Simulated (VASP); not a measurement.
Input of a VASP 6.6.1 run:

INCAR

```
ALGO     = Normal         # electronic algorithm
EDIFF    = 1E-6           # SCF threshold, eV
ENCUT    = 600            # plane-wave cutoff, eV
GGA_COMPAT= False        
ISIF     = 2              # what is computed and relaxed
ISMEAR   = 0              # smearing method
LASPH    = True           # aspherical terms in the spheres
LCHARG   = True           # write CHGCAR
LELF     = True           # ELF
LREAL    = False          # projectors in reciprocal space
LVHAR    = True         
LWAVE    = False          # write WAVECAR
NBANDS   = 14             # bands
NELM     = 120            # most SCF steps
PREC     = Accurate       # precision mode
SIGMA    = 0.1            # smearing width, eV
```

KPOINTS

```
k-points
0
Gamma
  6 6 6
```

File POSCAR:

```
AlNi
1.0
    2.8600000000      0.0000000000      0.0000000000
    0.0000000000      2.8600000000      0.0000000000
    0.0000000000      0.0000000000      2.8600000000
Ni Al
1 1
Direct
    0.0000000000      0.0000000000      0.0000000000
    0.5000000000      0.5000000000      0.5000000000
```

Potentials or basis: VASP PAW LDA potentials, release 64 (Ni, Al).

The run is started by

```sh
$ cat potpaw_LDA.64/Ni/POTCAR potpaw_LDA.64/Al/POTCAR > POTCAR
$ mpirun -np 1 vasp_std > vasp.out
```

**Question.** Estimate the pressure.

**Answer.** -4.4 GPa.

Caveat: the k points lie up to 0.37 Å⁻¹ apart. Spin polarisation is off, so any magnetic state and its effect on volume and gap are missing.
